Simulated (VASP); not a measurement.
# Ir (P6_3/mmc) in VASP: notebook

The runs below take Ir through single point, with LDA.

Everything below comes from runs of VASP 6.6.1. Logs are shortened: lines on timing, memory, paths and dates and some standing lists are left out, and cuts for length are marked.

### 1 The cell of the first run

The structure is hexagonal, space group P6_3/mmc (No. 194). Conventional cell: a = 2.651 Å, b = 2.651 Å, c = 4.269 Å, α = 90.00°, β = 90.00°, γ = 120.00°. Within 3.5 Å of Ir (site symmetry -6m2) lie 12 Ir at 2.63 to 2.65 Å.

### 2 Single point, LDA

Contents of INCAR:

```
ALGO = Normal
EDIFF = 1E-6
ENCUT = 500
GGA = CA
GGA_COMPAT = F
ISIF = 2
ISMEAR = 0
LASPH = T
LCHARG = T
LELF = T
LREAL = F
LVHAR = T
LWAVE = F
NBANDS = 16
NELM = 120
PREC = Accurate
SIGMA = 0.15
```

Contents of KPOINTS:

```
k-points
0
Gamma
  18 18 10
```

Contents of POSCAR:

```
Ir
1.0
    2.6512000000      0.0000000000      0.0000000000
   -1.3256000000      2.2960065505      0.0000000000
    0.0000000000      0.0000000000      4.2693000000
Ir
2
Direct
    0.6666666667      0.3333333333      0.7500000000
    0.3333333333      0.6666666667      0.2500000000
```

Potentials or basis: VASP PAW LDA potentials, release 64 (Ir).

The run is started by

```sh
$ cat potpaw_LDA.64/Ir/POTCAR > POTCAR
$ mpirun -np 1 vasp_std > vasp.out
```

OUTCAR:

```text
EDIFF = 1E-6
   ENCUT = 500
   GGA = CA
   ISIF = 2
   ISMEAR = 0
   LASPH = T
   LREAL = F
   NELM = 120
   PREC = Accurate

 ion  position               nearest neighbor table
   1  0.667  0.333  0.750-   2 2.63   2 2.63   2 2.63   2 2.63   2 2.63   2 2.63
   2  0.333  0.667  0.250-   1 2.63   1 2.63   1 2.63   1 2.63   1 2.63   1 2.63

  LATTYP: Found a hexagonal cell.
 ALAT       =     2.6512000000
 C/A-ratio  =     1.6103273989

  Lattice vectors:

 A1 = (   2.6512000000,   0.0000000000,   0.0000000000)
 A2 = (  -1.3256000000,   2.2960065505,   0.0000000000)
 A3 = (   0.0000000000,   0.0000000000,   4.2693000000)

Analysis of symmetry for initial positions (statically):
=====================================================================
 Subroutine PRICEL returns:
 Original cell was already a primitive cell.

 Routine SETGRP: Setting up the symmetry group for a
 hexagonal supercell.

 Subroutine GETGRP returns: Found 24 space group operations
 (whereof 12 operations were pure point group operations)
 out of a pool of 24 trial point group operations.

The static configuration has the point symmetry D_3d.
 The point group associated with its full space group is D_6h.

Analysis of symmetry for dynamics (positions and initial velocities):
=====================================================================
 Subroutine PRICEL returns:
 Original cell was already a primitive cell.

 Routine SETGRP: Setting up the symmetry group for a
 hexagonal supercell.

 Subroutine GETGRP returns: Found 24 space group operations
 (whereof 12 operations were pure point group operations)
 out of a pool of 24 trial point group operations.

The dynamic configuration has the point symmetry D_3d.
 The point group associated with its full space group is D_6h.

 Subroutine INISYM returns: Found 24 space group operations
 (whereof 12 operations are pure point group operations),
 and found     1 'primitive' translations

----------------------------------------------------------------------------------------

                                     Primitive cell

  volume of cell :      25.9880

  direct lattice vectors                    reciprocal lattice vectors
     2.651200000  0.000000000  0.000000000     0.377187689  0.217769414  0.000000000
    -1.325600000  2.296006551  0.000000000     0.000000000  0.435538827  0.000000000
     0.000000000  0.000000000  4.269300000     0.000000000  0.000000000  0.234230436

  length of vectors
     2.651200000  2.651200000  4.269300000     0.435538827  0.435538827  0.234230436

  position of ions in fractional coordinates (direct lattice)
     0.666666667  0.333333333  0.750000000
     0.333333333  0.666666667  0.250000000

  ion indices of the primitive-cell ions
   primitive index   ion index
                 1           1
                 2           2

----------------------------------------------------------------------------------------

 KPOINTS: k-points

Automatic generation of k-mesh.
 Grid dimensions read from file:
 generate k-points for:   18   18   10

 Generating k-lattice:

  Cartesian coordinates                     Fractional coordinates (reciprocal lattice)
     0.020954872  0.012098301  0.000000000     0.055555556 -0.000000000  0.000000000
     0.000000000  0.024196602  0.000000000     0.000000000  0.055555556  0.000000000
     0.000000000  0.000000000  0.023423044     0.000000000  0.000000000  0.100000000

  Length of vectors
     0.024196602  0.024196602  0.023423044

  Shift w.r.t. Gamma in fractional coordinates (k-lattice)
     0.000000000  0.000000000  0.000000000

 Subroutine IBZKPT returns following result:
 ===========================================

 Found    222 irreducible k-points:

 Following reciprocal coordinates:
            Coordinates               Weight
  0.000000  0.000000  0.000000      1.000000
  0.055556  0.000000  0.000000      6.000000
  0.111111  0.000000  0.000000      6.000000
  0.166667  0.000000  0.000000      6.000000
  0.222222  0.000000  0.000000      6.000000
  0.277778  0.000000  0.000000      6.000000
[... 16 lines left out ...]
  0.333333  0.111111  0.000000     12.000000
  0.388889  0.111111  0.000000     12.000000
 [... further k-points ...]
   k-points           NKPTS =    222   k-points in BZ     NKDIM =    222   number of bands    NBANDS=     16
   number of dos      NEDOS =    301   number of ions     NIONS =      2
   total plane-waves  NPLWV =  12800
   dimension x,y,z NGX =    20 NGY =   20 NGZ =   32
   dimension x,y,z NGXF=    40 NGYF=   40 NGZF=   64
   ions per type =               2
   NGX,Y,Z   is equivalent  to a cutoff of  12.54, 12.54, 12.46 a.u.
   NGXF,Y,Z  is equivalent  to a cutoff of  25.08, 25.08, 24.92 a.u.
 SYSTEM =  unknown system
   PREC   = accura    normal or accurate (medium, high low for compatibility)
   ISTART =      0    job   : 0-new  1-cont  2-samecut
   ICHARG =      2    charge: 1-file 2-atom 10-const
   ISPIN  =      1    spin polarized calculation?
   LNONCOLLINEAR =      F non collinear calculations
   LSORBIT =      F    spin-orbit coupling
   LASPH  =      T    aspherical Exc in radial PAW
   ENCUT  =  500.0 eV  36.75 Ry    6.06 a.u.   4.83  4.83  7.78*2*pi/ulx,y,z
   NELM   =    120;   NELMIN=  2; NELMDL= -5     # of ELM steps
   EDIFF  = 0.1E-05   stopping-criterion for ELM
   LREAL  =      F    real-space projection
   EDIFFG = 0.1E-04   stopping-criterion for IOM
   NSW    =      0    number of steps for IOM
   IBRION =     -1    ionic relax: 0-MD 1-quasi-New 2-CG
   NFREE  =      0    steps in history (QN), initial steepest desc. (CG)
   ISIF   =      2    stress and relaxation
   ISYM   =      2    0-nonsym 1-usesym 2-fastsym
   POTIM  = 0.5000    time-step for ionic-motion
   TEBEG  =    0.0;   TEEND  =   0.0 temperature during run
   PSTRESS=    0.0 pullay stress
   NELECT =      18.0000    total number of electrons
   NUPDOWN=      -1.0000    fix difference up-down
   EMIN   =  10.00;   EMAX   =-10.00  energy-range for DOS
   EFERMI =   0.00;   METHOD = LEGACY
   ISMEAR =     0;   SIGMA  =   0.15  broadening in eV -4-tet -1-fermi 0-gaus
   EFERMI_NEDOS =   21; number of points for ismear=-14 and -15
   IALGO  =     38    algorithm
   IMIX   =      4    mixing-type and parameters
     AMIX     =   0.40;   BMIX     =  1.00
     AMIX_MAG =   1.60;   BMIX_MAG =  1.00
  volume/ion in A,a.u.               =      12.99        87.69
  Fermi-wavevector in a.u.,A,eV,Ry     =   1.448466  2.737203 28.545745  2.098053
  Thomas-Fermi vector in A             =   2.566303
   LORBIT       =      0    0 simple, 1 ext, 2 COOP (PROOUT), +10 PAW based schemes
   GGA     = CA    functional components
   LHFCALC =     F    Hartree Fock is set to
   AEXX    =    0.0000 exact exchange contribution
   IVDW    =     0    specifies the selected vdW correction
   LEPSILON=     F    determine dielectric tensor
   LRPA    =     F    only Hartree local field effects (RPA)
 non-spin polarized calculation
 Gauss-broadening in eV      SIGMA  =   0.15
  energy-cutoff  :      500.00
  volume of cell :       25.99
 maximum number of plane-waves:       678
 NGX is ok and might be reduce to    20
   NGX =  9   NGY =  9   NGZ = 15

 number of electron      18.0000000 magnetization

 Free energy of the ion-electron system (eV)
  ---------------------------------------------------
  ext. energy  EPLUGINS =         0.00000000
  ---------------------------------------------------
  free energy    TOTEN  =       -20.30133012 eV

  energy without entropy =      -20.28090333  energy(sigma->0) =      -20.29111673

 E-fermi :  12.0381     XC(G=0): -14.6333

 val. band max:       12.0350232478   @ k =   0.0556   0.0000   0.4000
 cond. band min:      12.0450647882   @ k =   0.3333   0.1111   0.2000
 fundamental gap:      0.0100415403
 Fermi energy:        12.0380816548

 k-point     1 :       0.0000    0.0000    0.0000
  band No.  band energies     occupation
      1      -0.1669      2.00000
      2       2.8443      2.00000
      3       7.5554      2.00000
      4       7.5781      2.00000
      5       7.5781      2.00000
      6       8.3642      2.00000
[... 8 lines left out ...]
     15      28.4639      0.00000
     16      29.7132      0.00000

 k-point     2 :       0.0556    0.0000    0.0000
  band No.  band energies     occupation
      1      -0.0340      2.00000
      2       2.9632      2.00000
      3       7.2247      2.00000
      4       7.6930      2.00000
      5       7.8775      2.00000
      6       8.2870      2.00000
[... 8 lines left out ...]
     15      28.6414      0.00000
     16      29.9411      0.00000

 k-point     3 :       0.1111    0.0000    0.0000
  band No.  band energies     occupation
      1       0.3527      2.00000
      2       3.2953      2.00000
      3       6.8345      2.00000
      4       8.0208      2.00000
      5       8.0331      2.00000
      6       8.2820      2.00000
[... 8 lines left out ...]
     15      29.1094      0.00000
     16      30.5501      0.00000

 k-point     4 :       0.1667    0.0000    0.0000
  band No.  band energies     occupation
      1       0.9553      2.00000
      2       3.7478      2.00000
      3       6.4674      2.00000
      4       7.4772      2.00000
      5       7.7575      2.00000
      6       8.5510      2.00000
[... 8 lines left out ...]
     15      29.4029      0.00000
     16      30.5757      0.00000

 k-point     5 :       0.2222    0.0000    0.0000
  band No.  band energies     occupation
      1       1.7005      2.00000
      2       4.1026      2.00000
      3       6.3090      2.00000
      4       6.5242      2.00000
      5       7.5381      2.00000
      6       8.2012      2.00000
[... 8 lines left out ...]
     15      28.5995      0.00000
     16      29.6332      0.00000

 k-point     6 :       0.2778    0.0000    0.0000
  band No.  band energies     occupation
      1       2.4644      2.00000
      2       4.1208      2.00000
      3       5.6945      2.00000
      4       6.5029      2.00000
      5       7.5513      2.00000
      6       7.8704      2.00000
[... 8 lines left out ...]
     15      27.5983      0.00000
     16      28.0232      0.00000

 k-point     7 :       0.3333   -0.0000    0.0000
  band No.  band energies     occupation
      1       3.0759      2.00000
      2       3.9103      2.00000
      3       5.0253      2.00000
      4       6.8803      2.00000
      5       7.5882      2.00000
      6       7.8949      2.00000
[... 8 lines left out ...]
     15      26.4848      0.00000
     16      26.7673      0.00000

 k-point     8 :       0.3889    0.0000    0.0000
  band No.  band energies     occupation
      1       3.3970      2.00000
      2       3.7054      2.00000
      3       4.5360      2.00000
      4       7.3739      2.00000
      5       7.3744      2.00000
      6       8.1489      2.00000
[... 8 lines left out ...]
     15      25.1374      0.00000
     16      26.1561      0.00000

 k-point     9 :       0.4444    0.0000    0.0000
  band No.  band energies     occupation
      1       3.4026      2.00000
      2       3.6740      2.00000
      3       4.2380      2.00000
      4       7.2414      2.00000
      5       7.8832      2.00000
      6       8.0326      2.00000
[... 8 lines left out ...]
     15      24.1686      0.00000
     16      25.2034      0.00000
[... 172 lines left out ...]
 k-point    19 :       0.1111    0.1111    0.0000
  band No.  band energies     occupation
      1       1.3066      2.00000
      2       4.0337      2.00000
      3       6.1810      2.00000
      4       7.1378      2.00000
      5       7.7084      2.00000
      6       8.0552      2.00000
[... 8 lines left out ...]
     15      29.1892      0.00000
     16      29.9142      0.00000

 k-point    20 :       0.1667    0.1111    0.0000
  band No.  band energies     occupation
      1       2.0418      2.00000
      2       4.4483      2.00000
      3       5.8932      2.00000
      4       6.3260      2.00000
      5       7.5620      2.00000
      6       7.6982      2.00000
[... 8 lines left out ...]
     15      27.6561      0.00000
     16      28.8801      0.00000

 k-point    21 :       0.2222    0.1111    0.0000
  band No.  band energies     occupation
      1       2.8187      2.00000
      2       4.5221      2.00000
      3       5.5870      2.00000
      4       5.9727      2.00000
      5       7.4280      2.00000
      6       7.6001      2.00000
[... 8 lines left out ...]
     15      26.3062      0.00000
     16      27.9722      0.00000

 k-point    22 :       0.2778    0.1111    0.0000
  band No.  band energies     occupation
      1       3.4658      2.00000
      2       4.2943      2.00000
      3       4.9774      2.00000
      4       6.3777      2.00000
      5       7.2427      2.00000
      6       7.9032      2.00000
[... 8 lines left out ...]
     15      24.8444      0.00000
     16      27.2387      0.00000

 k-point    23 :       0.3333    0.1111    0.0000
  band No.  band energies     occupation
      1       3.8301      2.00000
      2       4.0560      2.00000
      3       4.5261      2.00000
      4       6.9253      2.00000
      5       7.1377      2.00000
      6       8.1740      2.00000
[... 8 lines left out ...]
     15      23.4621      0.00000
     16      26.6996      0.00000

 k-point    24 :       0.3889    0.1111    0.0000
  band No.  band energies     occupation
      1       3.8276      2.00000
      2       4.0342      2.00000
      3       4.2495      2.00000
      4       7.0966      2.00000
      5       7.4498      2.00000
      6       7.9695      2.00000
[... 8 lines left out ...]
     15      23.5346      0.00000
     16      26.3657      0.00000

 [... further k-points ...]
[... 5 lines left out ...]
  --------------------------------------------------------------------------------------
  -------------------------------------------------------------------------------------
  Total        5.5281139      5.5281139      6.2982561     -0.0000000      0.0000000      0.0000000
  in kB      340.8123138    340.8123138    388.2921514     -0.0000000      0.0000000      0.0000000
  external PRESSURE =     356.6389263 kB  Pullay stress =       0.0000000 kB

 VOLUME and BASIS-vectors are now :
 -----------------------------------------------------------------------------
  energy-cutoff  :      500.00
  volume of cell :       25.99
      direct lattice vectors                 reciprocal lattice vectors
     2.651200000  0.000000000  0.000000000     0.377187689  0.217769414  0.000000000
    -1.325600000  2.296006551  0.000000000     0.000000000  0.435538827  0.000000000
     0.000000000  0.000000000  4.269300000     0.000000000  0.000000000  0.234230436

 POSITION                                       TOTAL-FORCE (eV/Angst)
 -----------------------------------------------------------------------------------
      1.32560      0.76534      3.20198         0.000000      0.000000      0.000000
     -0.00000      1.53067      1.06733        -0.000000      0.000000      0.000000
 -----------------------------------------------------------------------------------
    total drift:                               -0.000000      0.000000     -0.000000

  FREE ENERGIE OF THE ION-ELECTRON SYSTEM (eV)
  ---------------------------------------------------
  free  energy   TOTEN  =       -20.3013301238 eV

  energy  without entropy=      -20.2809033302  energy(sigma->0) =      -20.29111673
```

It took 29 s on 1 thread of Intel Xeon 6975P-C (Granite Rapids), shared host; peak memory 0.19 GiB.

Results:

```yaml
Free_energy: -20.3013 eV
Pressure: 35.7 GPa
Band_gap_on_the_k_mesh: zero (band 9 reaches 13.22 eV, above the bottom of band 10 at 9.30 eV)
```

Caveat: spin-orbit coupling is left out, which moves the levels of the heavy elements.

(Continued in part 2 of 2.)
